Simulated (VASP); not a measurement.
# ZnRe (P-6m2) in VASP: a series of runs, part 2 of 2

VASP 6.6.1.

## Step 5: Single point, PBE

The input, INCAR:

```
SYSTEM = ZnRe
ALGO = Normal
EDIFF = 1E-6
ENCUT = 520
GGA = PE
ISIF = 2
ISMEAR = -1
LASPH = .TRUE.
LCHARG = .FALSE.
LREAL = .FALSE.
LWAVE = .FALSE.
NBANDS = 16
NELM = 100
PREC = Accurate
SIGMA = 0.15
```

The input, KPOINTS:

```
k-points
0
G
  7 7 4
  0 0 0
```

The input, POSCAR:

```
ZnRe
1.0
    2.7482000000      0.0000000000      0.0000000000
   -1.3741000000      2.3800000000      0.0000000000
    0.0000000000      0.0000000000      4.4941000000
Zn Re
1 1
Direct
    0.0000000000      0.0000000000      0.0000000000
    0.3333333333      0.6666666667      0.5000000000
```

Potentials or basis: VASP PAW PBE potentials, release 64 (Zn, Re).

Launch:

```
$ cat potpaw_PBE.64/Zn/POTCAR potpaw_PBE.64/Re/POTCAR > POTCAR
$ mpirun -np 1 vasp_std > vasp.out
```

OUTCAR:

```text
SYSTEM = ZnRe
   EDIFF = 1E-6
   ENCUT = 520
   GGA = PE
   ISIF = 2
   ISMEAR = -1
   LASPH = .TRUE.
   LREAL = .FALSE.
   NELM = 100
   PREC = Accurate

 ion  position               nearest neighbor table
   1  0.000  0.000  0.000-   2 2.75   2 2.75   2 2.75   2 2.75   2 2.75   2 2.75
   2  0.333  0.667  0.500-   1 2.75   1 2.75   1 2.75   1 2.75   1 2.75   1 2.75

  LATTYP: Found a hexagonal cell.
 ALAT       =     2.7482000000
 C/A-ratio  =     1.6352885525

  Lattice vectors:

 A1 = (   2.7482000000,   0.0000000000,   0.0000000000)
 A2 = (  -1.3741000000,   2.3800000000,   0.0000000000)
 A3 = (   0.0000000000,   0.0000000000,   4.4941000000)

Analysis of symmetry for initial positions (statically):
=====================================================================
 Subroutine PRICEL returns:
 Original cell was already a primitive cell.

 Routine SETGRP: Setting up the symmetry group for a
 hexagonal supercell.

 Subroutine GETGRP returns: Found 12 space group operations
 (whereof 12 operations were pure point group operations)
 out of a pool of 24 trial point group operations.

The static configuration has the point symmetry D_3h.
[... 158 lines left out ...]

 E-fermi :   5.4311     XC(G=0): -12.7858

 val. band max:        5.3569515261   @ k =   0.2857   0.1429   0.2500
 cond. band min:       5.4899476063   @ k =   0.2857   0.2857   0.5000
 fundamental gap:      0.1329960802
 Fermi energy:         5.4310606940

 k-point     1 :       0.0000    0.0000    0.0000
  band No.  band energies     occupation
      1      -4.7304      2.00000
      2      -2.3952      2.00000
      3      -1.7795      2.00000
      4      -1.7795      2.00000
      5      -1.3946      2.00000
      6      -1.3946      2.00000
[... 433 lines left out ...]
      3      -1.7547      2.00000
      4      -1.7536      2.00000
      5      -1.6492      2.00000
      6       1.4895      2.00000
[... 8 lines left out ...]
     15      13.2941      0.00000
     16      15.5107      0.00000

------------------------ aborting loop because EDIFF is reached ----------------------------------------

  FORCE on cell =-STRESS in cart. coord.  units (eV):
  Direction    XX          YY          ZZ          XY          YZ          ZX
  --------------------------------------------------------------------------------------
  -------------------------------------------------------------------------------------
  Total       -0.3544729     -0.3544696     -0.0328569      0.0000000     -0.0000000      0.0000000
  in kB      -19.3208202    -19.3206413     -1.7908915      0.0000000     -0.0000000      0.0000000
  external PRESSURE =     -13.4774510 kB  Pullay stress =       0.0000000 kB

 VOLUME and BASIS-vectors are now :
 -----------------------------------------------------------------------------
  energy-cutoff  :      520.00
  volume of cell :       29.39
      direct lattice vectors                 reciprocal lattice vectors
     2.748200000  0.000000000  0.000000000     0.363874536  0.210084034  0.000000000
    -1.374100000  2.380000000  0.000000000     0.000000000  0.420168067  0.000000000
     0.000000000  0.000000000  4.494100000     0.000000000  0.000000000  0.222513963

 POSITION                                       TOTAL-FORCE (eV/Angst)
 -----------------------------------------------------------------------------------
      0.00000      0.00000      0.00000         0.000000     -0.000000      0.000000
     -0.00000      1.58667      2.24705        -0.000000      0.000000      0.000000
 -----------------------------------------------------------------------------------
    total drift:                               -0.000000     -0.000077     -0.000000

  FREE ENERGIE OF THE ION-ELECTRON SYSTEM (eV)
  ---------------------------------------------------
  free  energy   TOTEN  =       -13.1090818009 eV

  energy  without entropy=      -13.0069127552  energy(sigma->0) =      -13.05799728
```

OSZICAR:

```text
N       E                     dE             d eps       ncg     rms          rms(c)
DAV:   1     0.596964163283E+02    0.59696E+02   -0.95318E+03  1152   0.168E+03
DAV:   2    -0.118259076078E+02   -0.71522E+02   -0.67925E+02  1168   0.373E+02
DAV:   3    -0.139613616052E+02   -0.21355E+01   -0.21282E+01  1136   0.527E+01
DAV:   4    -0.139747879353E+02   -0.13426E-01   -0.13422E-01   928   0.302E+00
DAV:   5    -0.139750741202E+02   -0.28618E-03   -0.28618E-03  1200   0.512E-01    0.245E+01
DAV:   6    -0.132901384096E+02    0.68494E+00   -0.11653E+00  1248   0.296E+01    0.991E+00
DAV:   7    -0.131292598081E+02    0.16088E+00   -0.43017E-01  1336   0.139E+01    0.933E-01
DAV:   8    -0.131132240602E+02    0.16036E-01   -0.45842E-02  1224   0.609E+00    0.827E-01
DAV:   9    -0.131093436514E+02    0.38804E-02   -0.59813E-03  1264   0.143E+00    0.326E-01
DAV:  10    -0.131090826678E+02    0.26098E-03   -0.48558E-04  1248   0.312E-01    0.594E-02
DAV:  11    -0.131090824989E+02    0.16890E-06   -0.35071E-05  1304   0.122E-01    0.904E-03
DAV:  12    -0.131090818009E+02    0.69796E-06   -0.33379E-06   944   0.427E-02
   1 F= -.13109082E+02 E0= -.13057997E+02  d E =-.102169E+00
```

stdout:

```text
POSCAR found type information on POSCAR ZnRe
 POSCAR found :  2 types and       2 ions
 scaLAPACK will be used
 LDA part: xc-table for (Slater+PW92), standard interpolation
 POSCAR, INCAR and KPOINTS ok, starting setup
 FFT: planning ... GRIDC
 FFT: planning ... GRID_SOFT
 FFT: planning ... GRID
 WAVECAR not read
 entering main loop
```

It took 7.1 s on 1 thread of AMD EPYC 9R45 (Zen 5), shared host; peak memory 0.11 GiB.

Results:

```yaml
Free_energy: -13.1091 eV
Pressure: -1.3 GPa
```

Caveat: the k points lie up to 0.38 Å⁻¹ apart; spin-orbit coupling is left out, which moves the levels of the heavy elements.

## Step 6: Single point, PBE

The input, INCAR:

```
SYSTEM = ZnRe
ALGO     = Normal         ! electronic algorithm
EDIFF    = 1E-6           ! SCF threshold, eV
ENCUT    = 520            ! plane-wave cutoff, eV
GGA      = PE             ! functional
ISIF     = 2              ! what is computed and relaxed
ISMEAR   = -1             ! smearing method
LASPH    = .TRUE.         ! aspherical terms in the spheres
LCHARG   = .FALSE.        ! write CHGCAR
LREAL    = .FALSE.        ! projectors in reciprocal space
LWAVE    = .FALSE.        ! write WAVECAR
NBANDS   = 16             ! bands
NELM     = 100            ! most SCF steps
PREC     = Accurate       ! precision mode
SIGMA    = 0.15           ! smearing width, eV
```

The input, KPOINTS:

```
k-points
0
G
  8 8 5
  0 0 0
```

POSCAR is that of step 5.

Potentials or basis: VASP PAW PBE potentials, release 64 (Zn, Re).

Launch:

```
$ cat potpaw_PBE.64/Zn/POTCAR potpaw_PBE.64/Re/POTCAR > POTCAR
$ mpirun -np 1 vasp_std > vasp.out
```

Wall time 8.5 s (1 thread of AMD EPYC 9R45 (Zen 5), shared host); peak memory 0.12 GiB.

Results (log left out):

- Free energy: -13.0941 eV
- Pressure: -1.2 GPa

Stress tensor (GPa, compression positive):
```
-0.74  0.00  0.00
 0.00 -0.74  0.00
 0.00  0.00 -2.27
```

Levels at points of the mesh, in eV from the Fermi level:
```tsv
k point	band 7	band 8	band 9	band 10	band 11	band 12
(0.00, 0.00, 0.00)	-5.02	-1.53	-1.26	-1.26	1.71	1.71
(0.50, 0.00, 0.00)	-3.97	-3.25	-1.63	0.75	4.16	4.96
```

Caveat: spin-orbit coupling is left out, which moves the levels of the heavy elements.

## Step 7: Summary

| k mesh | gap on the mesh (eV) | pressure (GPa) |
| --- | --- | --- |
| 4 × 4 × 2 | none | -0.9 |
| 5 × 5 × 3 | none | -1.4 |
| 6 × 6 × 3 | none | -1.4 |
| 7 × 7 × 4 | none | -1.3 |
| 8 × 8 × 5 | none | -1.2 |

Alike in all rows: task single point; level PBE; potentials or basis VASP PAW PBE potentials, release 64 (Zn, Re); no spin polarisation; cell as given; cutoff (eV) 520; smearing fermi-dirac 0.15 eV.

Caveats: some runs use coarse meshes; spin-orbit coupling is left out, which moves the levels of the heavy elements.

Absolute energies hang on the potentials; compare differences alone.
